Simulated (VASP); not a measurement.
# H2CO in VASP: notebook, part 2 of 2

VASP 6.6.1. Earlier steps stand in the parts before.

### 3 Single point, PBE+D3(BJ)

File INCAR:

```
ALGO = Normal
EDIFF = 1E-7
ENCUT = 520
GGA = PE
ISIF = 2
ISMEAR = -1
IVDW = 12
LASPH = True
LCHARG = True
LELF = True
LREAL = Auto
LVHAR = True
LWAVE = False
NBANDS = 70
NELM = 60
PREC = Accurate
SIGMA = 0.002
```

File KPOINTS:

```
k-points
0
Gamma
  1 1 1
```

File POSCAR:

```
H2CO
1.0
    8.7538210000      0.0000000000      0.0000000000
    0.0000000000      8.7538210000      0.0000000000
    0.0000000000      0.0000000000      8.7538210000
C O H
8 8 16
Direct
    0.5394215852      0.7337367305      0.5551518588
    0.3247724622      0.1919504637      0.4192683401
    0.2866633896      0.8976879925      0.8040146126
    0.1500601851      0.6109446378      0.4303377919
    0.6371731841      0.7033842707      0.1169317947
    0.7822298400      0.2810886812      0.1423721138
    0.2626053240      0.4143105051      0.9125272267
    0.9195413066      0.0913201218      0.6915494388
    0.4061769141      0.6939598148      0.5533240856
    0.6607743064      0.7894495444      0.5456131671
    0.3078084416      0.0631495663      0.4435091830
    0.3549764154      0.3222021561      0.3995398124
    0.1828344445      0.8262449049      0.7799565470
    0.3852489102      0.9787840076      0.8518794250
    0.1316225223      0.5520103735      0.5440709834
    0.1899399131      0.6642813464      0.3143427310
    0.6824676904      0.6161423680      0.0465054060
    0.6959932126      0.6871856301      0.2287800950
    0.5059276401      0.6833815770      0.1050855392
    0.6883965299      0.8063792943      0.0549245866
    0.8577511466      0.1841938509      0.1799328545
    0.7538993544      0.3756074062      0.2088002485
    0.6770757593      0.2283003045      0.0941417468
    0.8239944591      0.3356934075      0.0321345387
    0.3890643869      0.4083017005      0.9143435764
    0.2002097141      0.3303357471      0.9859123233
    0.2289286016      0.4175433791      0.7918941911
    0.2212976482      0.5249250584      0.9605062749
    0.9841530915      0.1777737973      0.7633466574
    0.8140787891      0.1456278350      0.6702101859
    0.9166054458     -0.0209051567      0.7434467760
    0.9920810581      0.0775318572      0.5890799001
```

Potentials or basis: VASP PAW PBE potentials, release 64 (C, O, H).

Launch:

```sh
> cat potpaw_PBE.64/C/POTCAR potpaw_PBE.64/O/POTCAR potpaw_PBE.64/H/POTCAR > POTCAR
> mpirun -np 1 vasp_gam > vasp.out
```

OUTCAR:

```text
EDIFF = 1E-7
   ENCUT = 520
   GGA = PE
   ISIF = 2
   ISMEAR = -1
   IVDW = 12
   LASPH = True
   LREAL = Auto
   NELM = 60
   PREC = Accurate
 IVDW          = 12

 ion  position               nearest neighbor table
   1  0.539  0.734  0.555-  10 1.17   9 1.22
   2  0.325  0.192  0.419-  11 1.16  12 1.18
   3  0.287  0.898  0.804-  13 1.12  14 1.19
   4  0.150  0.611  0.430-  15 1.13  16 1.17
[... 328 lines left out ...]
  -------------------------------------------------------------------------------------
  Total      -2.54593     2.89532     3.38903     0.61945     0.06439    -0.39209
  in kB      -6.08084     6.91536     8.09456     1.47954     0.15378    -0.93649
  external pressure =        2.98 kB  Pullay stress =        0.00 kB

 VOLUME and BASIS-vectors are now :
 -----------------------------------------------------------------------------
  energy-cutoff  :      520.00
  volume of cell :      670.80
      direct lattice vectors                 reciprocal lattice vectors
     8.753821000  0.000000000  0.000000000     0.114235829  0.000000000  0.000000000
     0.000000000  8.753821000  0.000000000     0.000000000  0.114235829  0.000000000
     0.000000000  0.000000000  8.753821000     0.000000000  0.000000000  0.114235829

 POSITION                                       TOTAL-FORCE (eV/Angst)
 -----------------------------------------------------------------------------------
      4.72200      6.42300      4.85970        -3.508188     -0.040715     -0.701408
      2.84300      1.68030      3.67020         1.134244      2.398829     -0.158505
      2.50940      7.85820      7.03820         4.764340      4.198450      2.765069
      1.31360      5.34810      3.76710         1.637911      1.343304     -3.417815
      5.57770      6.15730      1.02360        -0.442657      0.774989     -0.632974
      6.84750      2.46060      1.24630         0.205905     -1.696350     -3.502005
[... 24 lines left out ...]
      8.02380      8.57082      6.50800        -0.394111     -0.135328      0.452070
      8.68450      0.67870      5.15670        -0.472296      0.166634     -0.120598
 -----------------------------------------------------------------------------------
    total drift:                               -0.002472     -0.010335     -0.010640

  FREE ENERGIE OF THE ION-ELECTRON SYSTEM (eV)
  ---------------------------------------------------
  free  energy   TOTEN  =      -187.4022022537 eV

  energy  without entropy=     -187.4022022537  energy(sigma->0) =     -187.40220225
```

stdout:

```text
POSCAR found type information on POSCAR C O H
 POSCAR found :  3 types and      32 ions
 scaLAPACK will be used
 LDA part: xc-table for (Slater+PW92), standard interpolation
 POSCAR, INCAR and KPOINTS ok, starting setup
 FFT: planning ... GRIDC
 FFT: planning ... GRID_SOFT
 FFT: planning ... GRID
 WAVECAR not read
 entering main loop
```

Run time: 97 s. Hardware: 1 thread of AMD EPYC 7R13 (Zen 3), shared host; peak memory 0.62 GiB.

Results:

| Item | Value |
| --- | --- |
| Free energy | -187.4022 eV |
| Pressure | 0.3 GPa |
| Largest force | 6.926 eV/Å |
| Band gap on the k mesh | 6.28 eV |
| Dispersion energy per atom | -0.025 eV |

Forces in eV/Å, atoms in the order of the input:
```
C   -3.508 -0.041 -0.701
C    1.134  2.399 -0.159
C    4.764  4.198  2.765
C    1.638  1.343 -3.418
C   -0.443  0.775 -0.633
C    0.206 -1.696 -3.502
C   -0.456  0.825  0.475
C    2.614  0.818  0.372
O    3.609  0.580  0.512
O    0.372 -0.398  0.297
O   -0.636 -1.974  0.270
O   -0.448 -0.463 -0.102
O   -4.596 -3.509 -1.730
O   -0.243 -0.674 -0.986
O   -1.610 -2.081  4.197
O   -0.447  0.612 -0.968
H    0.578 -1.411 -0.760
H   -0.876  0.292 -0.276
H    1.841  0.868  0.716
H   -1.128 -0.513  0.946
H   -0.372  1.178  0.129
H   -0.248  1.034  1.840
H    0.037  0.043  0.651
H    0.388 -0.581  0.886
H   -0.462 -0.167  0.425
H    0.669 -0.048 -0.773
H   -0.273 -0.431  0.104
H    0.533 -0.184 -0.199
H   -0.366 -0.939 -0.199
H   -1.404  0.116 -0.513
H   -0.394 -0.135  0.452
H   -0.472  0.167 -0.121
```

Caveat: the k points lie up to 0.72 Å⁻¹ apart; the atoms stand as in a frame of molecular dynamics.

### 4 Single point, PBE+D3(BJ)

File INCAR:

```
PREC = Accurate ; ENCUT = 520
EDIFF = 1E-7 ; ISMEAR = -1
SIGMA = 0.002 ; LREAL = Auto
LASPH = True ; NELM = 60
ALGO = Normal ; ISIF = 2
LWAVE = False ; LCHARG = False
GGA = PE ; IVDW = 12
NBANDS = 70
```

File KPOINTS:

```
Automatic mesh
0
Gamma
  1 1 1
```

File POSCAR:

```
H2CO
1.0
    8.7538210000      0.0000000000      0.0000000000
    0.0000000000      8.7538210000      0.0000000000
    0.0000000000      0.0000000000      8.7538210000
C O H
8 8 16
Direct
    0.5381078731      0.7335082589      0.5519075613
    0.3261547158      0.1804012214      0.4213817029
    0.2819568735      0.9159771487      0.8239716119
    0.1648765722      0.6118356772      0.4470504937
    0.6683138712      0.7251461962      0.0886241562
    0.7913572827      0.2650728179      0.1446682540
    0.2479602907      0.4016303281      0.8981792065
    0.9067811645      0.1052568930      0.6844668174
    0.4208105238      0.6772585366      0.5679691189
    0.6585124370      0.7909346102      0.5397757162
    0.2926036527      0.0504122714      0.4320170586
    0.3504069823      0.3085623981      0.3869852948
    0.1845594055      0.8204417248      0.8050084643
    0.3843121764      0.9992322210      0.8261992106
    0.1183026246      0.5716703597      0.5688373112
    0.1876894673      0.6607286121      0.3232759729
    0.7165556618      0.6137319920      0.0791997003
    0.7318632629      0.7870848627      0.1849820781
    0.5347721869      0.7148878187      0.1038746394
    0.6941654393      0.7762438825     -0.0290501713
    0.8806097360      0.1740839800      0.1292921114
    0.8089267532      0.3116353419      0.2537406237
    0.6703701161      0.2279575970      0.1374942439
    0.8188195760      0.3522690263      0.0524113984
    0.3635669498      0.4125284262      0.8448881923
    0.2636334465      0.3318665072      1.0064405018
    0.1574398197      0.3551020749      0.8219724849
    0.2246561816      0.5247651283      0.9241107398
    0.9904703329      0.1718906521      0.7551559485
    0.8234461271      0.1625690084      0.6208146134
    0.8558776790      0.0109209453      0.7510434586
    0.9741460329      0.0512119222      0.5911932629
```

Launch:

```sh
> cat potpaw_PBE.64/C/POTCAR potpaw_PBE.64/O/POTCAR potpaw_PBE.64/H/POTCAR > POTCAR
> mpirun -np 1 vasp_gam > vasp.out
```

Wall time 97 s (1 thread of AMD EPYC 7R13 (Zen 3), shared host); peak memory 0.62 GiB.

The run converged. Its results:

| Item | Value |
| --- | --- |
| Free energy | -187.8986 eV |
| Pressure | -0.8 GPa |
| Largest force | 4.809 eV/Å |
| Band gap on the k mesh | 6.18 eV |
| Dispersion energy per atom | -0.024 eV |

Forces on the atoms (eV/Å):
```
C    2.573  1.208 -0.180
C   -0.474  0.123 -1.344
C   -2.997 -3.551 -1.241
C   -1.775  0.149  0.851
C   -1.074  1.329 -0.426
C    0.571 -0.297 -2.209
C    0.763  0.515  0.633
C    2.152 -1.636  0.368
O   -2.558 -1.301  0.401
O    0.374  0.199 -0.154
O    0.284  0.080  0.681
O    0.214 -0.211  0.705
O    1.427  1.925  0.830
O    1.533  1.664  0.460
O    0.932  0.119 -1.436
O    0.482 -0.382  0.412
H    0.220 -1.158  0.201
H   -1.013 -0.438 -1.111
H    2.186  0.318 -0.014
H   -0.361 -0.035  1.355
H   -0.969  0.157  0.046
H    0.273  0.915  1.499
H    0.598 -0.184 -0.246
H   -0.465 -0.609  0.896
H   -0.638 -0.594 -0.171
H   -0.374  0.673 -0.913
H    0.642  0.188  0.295
H   -0.373 -0.783  0.183
H   -0.963 -0.077 -0.457
H   -1.355  1.473 -0.303
H    0.088  0.329 -0.043
H    0.075 -0.109  0.432
```

Stress tensor (GPa, compression positive):
```
-0.63 -0.27  0.07
-0.27 -0.31  0.37
 0.07  0.37 -1.52
```

Levels at points of the mesh, in eV from the valence-band top:
```tsv
k point	band 45	band 46	band 47	band 48	band 49	band 50	band 51	band 52
(0.00, 0.00, 0.00)	-0.26	-0.14	-0.01	0.00	6.18	7.00	7.31	7.47
```

Caveat: the k points lie up to 0.72 Å⁻¹ apart; the atoms stand as in a frame of molecular dynamics.

### 5 Overview

```csv
cell,gap on the mesh (eV),pressure (GPa),largest force (eV/Å)
"as given, atomic positions A",6.28,0.2,5.36
"as given, atomic positions B",6.28,0.3,6.93
"as given, atomic positions C",6.18,-0.8,4.81
```

Alike in all rows: task single point; level PBE+D3(BJ); potentials or basis VASP PAW PBE potentials, release 64 (C, O, H); no spin polarisation; k mesh 1 × 1 × 1; cutoff (eV) 520; smearing fermi-dirac 0.002 eV.

Caveats: all runs use coarse meshes; the atoms stand as in a frame of molecular dynamics.

Total energies depend on the potentials used, so only differences within one code and one set of settings carry meaning.
